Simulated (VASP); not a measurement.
LiMg8: single point with LDA

The system is LiMg8, a slab with vacuum.

```
Mg Li
1.0
     6.29323    0.00000    0.00000
     0.00000    5.03889    0.00000
     0.00000    0.00000   19.08461
Mg Li
8 1
Direct
  0.00000 0.75000 0.20959
  0.50000 0.75000 0.20959
  0.25000 0.25000 0.25719
  0.75000 0.25000 0.25719
  0.25000 0.75000 0.35659
  0.75000 0.75000 0.35659
  0.00000 0.25000 0.39742
  0.50000 0.25000 0.39742
  0.25000 0.62500 0.49308
```

```yaml
Program: VASP 6.6.1
Task: single point
Functional: LDA
Potentials_or_basis: VASP PAW LDA potentials, release 64 (Mg, Li_sv)
Cutoff: 520 eV
k_mesh: 4 × 5 × 1
Occupations: gaussian, width 0.1 eV
Spin: no spin polarisation
```

| Item | Value |
| --- | --- |
| Largest force | 0.469 eV/Å |

Forces in eV/Å, atoms in the order of the input:
```
Mg   0.005  0.009  0.247
Mg  -0.005  0.009  0.247
Mg   0.000 -0.018 -0.170
Mg   0.000 -0.011 -0.119
Mg   0.000  0.058 -0.465
Mg   0.000 -0.025  0.144
Mg   0.019 -0.073  0.061
Mg  -0.019 -0.073  0.061
Li   0.000  0.124 -0.007
```

Levels at points of the mesh, in eV from the Fermi level:
| k point | band 8 | band 9 | band 10 | band 11 | band 12 | band 13 |
| --- | --- | --- | --- | --- | --- | --- |
| (0.00, 0.00, 0.00) | -0.64 | -0.41 | -0.13 | 0.49 | 1.05 | 1.81 |
| (0.50, 0.00, 0.00) | -0.01 | 0.06 | 0.67 | 0.76 | 1.10 | 1.53 |

Wall time 2.3 min on 1 thread of Intel(R) Xeon(R) Platinum 8559C (Emerald Rapids) (shared host), peak memory 0.47 GiB.
